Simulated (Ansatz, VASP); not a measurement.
# AlB2Sb3: VASP beside Ansatz

```
Al B Sb
1.0
     4.29673    0.00000    0.00000
     0.00000    4.29673    0.00000
     0.00000    0.00000    7.34844
Al B Sb
1 2 3
Direct
  0.50000 0.50000 0.00000
  0.50000 0.50000 0.80407
  0.50000 0.50000 0.19593
  0.50000 0.50000 0.50000
  0.50000 0.00000 0.50000
  0.00000 0.50000 0.50000
```

Alike in both runs: task relaxation of cell and atoms; functional PBE; k mesh 4 × 4 × 4; occupations gaussian, width 0.1 eV; no spin polarisation.

```csv
,VASP,Ansatz
version,VASP 6.6.1,Ansatz 0.2.0
potentials or method,"VASP PAW PBE potentials, release 64 (Al, B, Sb), cutoff 600 eV","scalar-relativistic, plane waves, PAW"
valence electrons in the cell,24,54
```

```tsv
	VASP	Ansatz	Ansatz less VASP
gap on the k mesh at the Fermi level, each at its own relaxed structure (eV)	none	none	-
relaxed volume (Å³/atom)	47.67	47.27	-0.399
relaxed length of the cell vector where the two differ most in proportion (Å)	5.944	5.925	-0.0187
```

A gap of «none» marks a metal or a gap that the smearing closes. VASP's potentials hold 24 valence electrons a cell and Ansatz's 54, so a difference there can come from the potentials and not from the codes.

The k mesh is coarse, so the values compare programs but aren't converged. Spin-orbit coupling is off throughout. Noted on VASP's run: the volume moved by over 15 % at a fixed basis, so the end points are rough.
